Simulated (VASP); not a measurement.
Wanted: the native input for a VASP 6.6.1 run.

* Task: single point
* Functional: PBE
* Potentials or basis: VASP PAW PBE potentials, release 64 (Na_pv, Yb, Ge_d, Se)
* Cutoff: 520 eV
* k mesh: 3 × 3 × 2
* Occupations: gaussian, width 0.15 eV
* Spin: collinear spin, ferromagnetic start
* Starting moments: [0.0, 0.0, 0.0, 1.0, 0.0, 0.0] μB
* Dipole correction: no
* Further INCAR settings: ALGO = Normal; EDIFF = 1e-06; NBANDS = 46

The structure of Na3YbGeSe lies in POSCAR:

```
Na3YbGeSe
1.0
    4.0884094041      0.0000000000      0.0000000000
    0.0000000000      4.0884094041      0.0000000000
    0.0000000000      0.0000000000     11.1781823626
Na Yb Ge Se
3 1 1 1
Direct
    0.5000000000      0.5000000000      0.7569401062
    0.5000000000      0.5000000000      0.2430598938
    0.5000000000      0.5000000000      0.0000000000
    0.0000000000      0.0000000000      0.5000000000
    0.5000000000      0.5000000000      0.5000000000
    0.0000000000      0.0000000000      0.0000000000
```

These files were run (other wordings do the same):

INCAR

```
PREC     = Accurate       # precision mode
ENCUT    = 520            # plane-wave cutoff, eV
EDIFF    = 1E-6           # SCF threshold, eV
ISMEAR   = 0              # smearing method
SIGMA    = 0.15           # smearing width, eV
LREAL    = F              # projectors in reciprocal space
LASPH    = T              # aspherical terms in the spheres
NELM     = 150            # most SCF steps
ALGO     = Normal         # electronic algorithm
ISIF     = 2              # what is computed and relaxed
LWAVE    = F              # write WAVECAR
LCHARG   = F              # write CHGCAR
ISPIN    = 2              # spin polarisation
MAGMOM   = 0 0 0 1 0 0    # initial moments
LORBIT   = 11             # projections on sites
LMAXMIX  = 6              # l up to which the mixer works
GGA      = PE             # functional
NBANDS   = 46             # bands
```

KPOINTS

```
Automatic mesh
0
Gamma
  3 3 2
```

Potentials or basis: VASP PAW PBE potentials, release 64 (Na_pv, Yb, Ge_d, Se).

The run is started by

```sh
$ cat potpaw_PBE.64/Na_pv/POTCAR potpaw_PBE.64/Yb/POTCAR potpaw_PBE.64/Ge_d/POTCAR potpaw_PBE.64/Se/POTCAR > POTCAR
$ mpirun -np 1 vasp_std > vasp.out
```

It gave:

```
Pressure                                              : 0.4 GPa
Largest force                                         : 0.009 eV/Å
Net moment                                            : 0.21 μB per cell
Site moments                                          : Na -0.00; Yb +0.12; Ge +0.05; Se -0.00 μB
Valence electrons inside the program's atomic spheres : Na 6.04, 6.07; Yb 22.11; Ge 12.36; Se 3.80
```

Caveat: the k points lie up to 0.51 Å⁻¹ apart.

It took 120 s on 1 thread of Intel(R) Xeon(R) 6975P-C (Granite Rapids) (shared host), peak memory 0.39 GiB.
